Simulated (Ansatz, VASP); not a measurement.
## MnS: VASP beside Ansatz

INCAR

```
ALGO = Normal ; EDIFF = 1E-6
ENCUT = 520 ; GGA = PE
ISIF = 2 ; ISMEAR = 0
ISPIN = 2 ; LASPH = T
LCHARG = F ; LMAXMIX = 4
LORBIT = 11 ; LREAL = F
LWAVE = F ; MAGMOM = 4 0
NBANDS = 20 ; NELM = 150
PREC = Accurate ; SIGMA = 0.028000000000000004
```

The input KPOINTS:

```
k-points
0
Gamma
  9 9 9
```

POSCAR

```
MnS
1.0
    0.0000000000      2.6045000000      2.6045000000
    2.6045000000      0.0000000000      2.6045000000
    2.6045000000      2.6045000000      0.0000000000
Mn S
1 1
Direct
    0.0000000000      0.0000000000      0.0000000000
    0.5000000000      0.5000000000      0.5000000000
```

File input.yaml:

```yaml
crystal:
  lattice:
    - [0.0, 2.6045, 2.6045]
    - [2.6045, 0.0, 2.6045]
    - [2.6045, 2.6045, 0.0]
  atoms:
    - { symbol: Mn, position: [0.0, 0.0, 0.0], spin: 4.0 }
    - { symbol: S, position: [0.5, 0.5, 0.5] }
kpoints:
  mp_grid: { grid: [9, 9, 9] }
scf:
  occupations: { method: gaussian, width: 0.028 }
hamiltonian:
  xc: pbe
  pseudopotentials: { kind: all_electron, lapw: { basis_error: 0.001 } }
magnetization:
  spin_polarized: true
output:
  forces: true
  stress: true
  eigenvalues: true
```

Alike in both runs: task single point; functional PBE; k mesh 9 × 9 × 9; occupations gaussian, width 0.028 eV; collinear spin.

|  | VASP | Ansatz |
| --- | --- | --- |
| version | VASP 6.6.1 | Ansatz 0.2.0 |
| potentials or method | VASP PAW PBE potentials, release 64 (Mn_pv, S), cutoff 520 eV | all-electron LAPW, scalar-relativistic |

Ansatz gave:

```
gap on the k mesh at the Fermi level (eV)                     : none
pressure (GPa)                                                : -2.8
net moment per atom (μB)                                      : 2.36
size of the moment on the site where the two differ most (μB) : 4.44
```

Task: Estimate VASP's values.

Result: gap on the k mesh at the Fermi level (eV): none; pressure (GPa): -2.9; net moment per atom (μB): 2.36; size of the moment on the site where the two differ most (μB): 4.26.

Site moments also hang on the region over which each program counts them. A gap of «none» marks a metal or a gap that the smearing closes. Ansatz ran all-electron here, and VASP with PAW potentials.
